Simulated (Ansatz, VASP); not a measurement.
**One calculation of Sn3Se2S, two programs**

Contents of INCAR:

```
SYSTEM = Sn3Se2S
ALGO = Normal ; EDIFF = 1E-7
ENCUT = 520 ; GGA = PE
ISIF = 2 ; ISMEAR = 0
LASPH = .TRUE. ; LCHARG = .TRUE.
LELF = .TRUE. ; LREAL = .FALSE.
LVHAR = .TRUE. ; LWAVE = .FALSE.
NBANDS = 39 ; NELM = 80
PREC = Accurate ; SIGMA = 0.1
```

File KPOINTS:

```
k-points
0
G
  6 6 2
  0 0 0
```

Contents of POSCAR:

```
Sn3Se2S
1.0
    4.2629328200      0.0000000000      0.0000000000
   -2.1314664100      3.6918081100      0.0000000000
    0.0000000000      0.0000000000     10.4420102000
Sn Se S
3 2 1
Direct
    0.6666666700      0.3333333300      0.8333333300
    0.0000000000      0.0000000000      0.5000000000
    0.3333333300      0.6666666700      0.1666666700
    0.3333333300      0.6666666700      0.6666666700
    0.6666666700      0.3333333300      0.3333333300
    0.0000000000      0.0000000000      0.0000000000
```

Input for Ansatz:

```yaml
crystal:
  lattice:
    - [4.26293282, 0.0, 0.0]
    - [-2.13146641, 3.69180811, 0.0]
    - [0.0, 0.0, 10.4420102]
  atoms:
    - { symbol: Sn, position: [0.66666667, 0.33333333, 0.83333333] }
    - { symbol: Sn, position: [0.0, 0.0, 0.5] }
    - { symbol: Sn, position: [0.33333333, 0.66666667, 0.16666667] }
    - { symbol: Se, position: [0.33333333, 0.66666667, 0.66666667] }
    - { symbol: Se, position: [0.66666667, 0.33333333, 0.33333333] }
    - { symbol: S, position: [0.0, 0.0, 0.0] }
basis:
  ecutwfc: 420
kpoints:
  mp_grid: { grid: [6, 6, 2] }
hamiltonian:
  xc: pbe
scf:
  occupations: { method: gaussian, width: 0.1 }
  lower_state_search: "off"
output:
  forces: true
  stress: true
  eigenvalues: true
```

Alike in both runs: task single point; functional PBE; k mesh 6 × 6 × 2; occupations gaussian, width 0.1 eV; no spin polarisation.

```csv
,VASP,Ansatz
version,VASP 6.6.1,Ansatz 0.2.0
potentials or method,"VASP PAW PBE potentials, release 64 (Sn_d, Se, S), cutoff 520 eV","scalar-relativistic, plane waves, PAW"
valence electrons in the cell,60,80
```

|  | VASP | Ansatz | Ansatz less VASP |
| --- | --- | --- | --- |
| gap on the k mesh at the Fermi level (eV) | 0.41 | 0.41 | 0.000 |
| least direct gap on the mesh (eV) | 0.41 | 0.41 | 0.000 |
| pressure (GPa) | -1.1 | -1.1 | +0.02 |
| rms of the force components (eV/Å) | 0.158 | 0.157 | -0.0011 |

Atom by atom the forces differ by 0.001 eV/Å (rms over components). VASP's potentials hold 60 valence electrons a cell and Ansatz's 80, so a difference there can come from the potentials and not from the codes.
